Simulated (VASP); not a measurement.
Crystal: NaH.

```
CELL_PARAMETERS angstrom
2.41045 2.41062 -0.06045
2.35683 -2.47789 4.88162
2.45784 -2.33712 -4.86174
ATOMIC_POSITIONS crystal
Na 0.01876 0.26022 0.75610
Na 0.47011 0.73403 0.75380
Na 0.50484 0.24744 0.23399
Na 0.00871 0.76650 0.26038
H 0.99382 0.00275 0.99786
H 0.49657 0.50639 0.00513
H 0.49052 0.98661 0.50764
H 0.01667 0.49607 0.48509
```

- Program: VASP 6.6.1
- Task: relaxation of cell and atoms
- Functional: PBE
- Potentials or basis: VASP PAW PBE potentials, release 64 (Na_pv, H)
- Cutoff: 600 eV
- k mesh: 4 × 4 × 4
- Occupations: gaussian, width 0.1 eV
- Spin: no spin polarisation

At the start: pressure 0.1 GPa; volume 14.13 Å³/atom.

Question: How do energy, volume and symmetry change on relaxing?

Answer: Over 10 steps the energy falls by 9.1 meV/atom and the volume is 14.14 Å³/atom (+0.1 %); space group Fm-3m (No. 225, to 0.05 Å).

The path:
```tsv
step	energy change (eV)	largest force (eV/Å)	pressure (GPa)	volume (Å³)
1	0.0000	0.3005	0.10	113.05
2	-0.0164	0.2543	0.08	113.19
3	-0.0493	0.1317	-0.08	113.59
4	-0.0444	0.2114	-0.26	114.33
5	-0.0586	0.1418	-0.18	113.94
6	-0.0637	0.1064	-0.09	113.43
7	-0.0700	0.0571	0.13	112.27
8	-0.0704	0.0592	0.21	111.89
9	-0.0726	0.0326	0.04	112.64
10	-0.0731	0.0224	-0.06	113.16
```

Final structure:
```cif
data_structure
_symmetry_space_group_name_H-M 'P 1'
_symmetry_Int_Tables_number 1
_cell_length_a 3.4231
_cell_length_b 5.9201
_cell_length_c 5.9210
_cell_angle_alpha 109.425
_cell_angle_beta 89.948
_cell_angle_gamma 90.120
_cell_volume 113.16
loop_
_atom_site_label
_atom_site_type_symbol
_atom_site_fract_x
_atom_site_fract_y
_atom_site_fract_z
_atom_site_occupancy
Na1 Na 0.99941 0.24983 0.74927 1
Na2 Na 0.49934 0.74941 0.75099 1
Na3 Na 0.50193 0.25060 0.24923 1
Na4 Na 0.99802 0.75044 0.24982 1
H1 H 0.99844 0.99964 0.00024 1
H2 H 0.50162 0.50143 0.99954 1
H3 H 0.50157 0.00086 0.50183 1
H4 H 0.99968 0.49781 0.49907 1
```

Caveat: the k points lie up to 0.46 Å⁻¹ apart in the final cell.
